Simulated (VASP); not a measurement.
Wanted: the native input for a VASP 6.6.1 run.

```yaml
Task: single point
Functional: PBEsol
Potentials_or_basis: VASP PAW PBE potentials, release 64 (Al, Cu)
Cutoff: 520 eV
k_mesh: 12 × 12 × 10
Occupations: gaussian, width 0.15 eV
Spin: no spin polarisation
Dipole_correction: no
Further_INCAR_settings: ALGO = Fast; EDIFF = 1e-06; NBANDS = 24
```

The structure of Al3Cu2 lies in POSCAR:

```
Al3Cu2
1.0
    4.0985856014      0.0000000000      0.0000000000
   -2.0492928007      3.5494792504      0.0000000000
    0.0000000000      0.0000000000      4.9821008425
Al Cu
3 2
Direct
    0.0000000000      0.0000000000      0.0000000000
    0.3333333333      0.6666666667      0.3515059809
    0.6666666667      0.3333333333      0.6484940191
    0.3039966785      0.6519983392      0.8561700348
    0.6373300118      0.3186650059      0.1715900714
```

This cell differs from its parent crystal: all Cu atoms moved +0.125 Å, as atom 4 towards its neighbour atom 5 (Cu) at 2.841 Å.

These files were run (other wordings do the same):

INCAR

```
SYSTEM = Al3Cu2
ALGO = Fast
EDIFF = 1E-6
ENCUT = 520
GGA = PS
ISIF = 2
ISMEAR = 0
LASPH = .True.
LCHARG = .False.
LREAL = .False.
LWAVE = .False.
NBANDS = 24
NELM = 80
PREC = Accurate
SIGMA = 0.15
```

KPOINTS

```
k-points
0
Gamma
  12 12 10
  0 0 0
```

Potentials or basis: VASP PAW PBE potentials, release 64 (Al, Cu).

Command:

```bash
$ cat potpaw_PBE.64/Al/POTCAR potpaw_PBE.64/Cu/POTCAR > POTCAR
$ mpirun -np 1 vasp_std > vasp.out
```

It gave:

```json
{
 "Pressure": "1.1 GPa",
 "Largest force": "0.778 eV/Å"
}
```

Caveat: the cell differs from its parent crystal (all Cu atoms moved +0.125 Å, as atom 4 towards its neighbour atom 5 (Cu) at 2.841 Å); the PAW data sets were made with another functional, which shifts forces and pressure a little.

Run time: 13 min on 1 thread of Oxide Virtual Turin-like Processor, on a shared host, peak memory 0.61 GiB.
